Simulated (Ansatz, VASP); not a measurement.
**Zr: VASP beside Ansatz**

```
Zr
1.0
    -1.80395    1.80395    1.80395
     1.80395   -1.80395    1.80395
     1.80395    1.80395   -1.80395
Zr
1
Direct
  0.00000 0.00000 0.00000
```

Change from the starting cell: volume scaled by 0.99.

Alike in both runs: task single point; functional PBE; k mesh 14 × 14 × 14; occupations fermi-dirac, width 0.08 eV; no spin polarisation.

```csv
,VASP,Ansatz
version,VASP 6.6.1,Ansatz 0.2.0
potentials or method,"VASP PAW PBE potentials, release 64 (Zr_sv), cutoff 520 eV","all-electron LAPW, scalar-relativistic"
```

```tsv
	VASP	Ansatz	Ansatz less VASP
pressure (GPa)	-2.2	-2.2	0.00
```

Ansatz ran all-electron here, and VASP with PAW potentials.
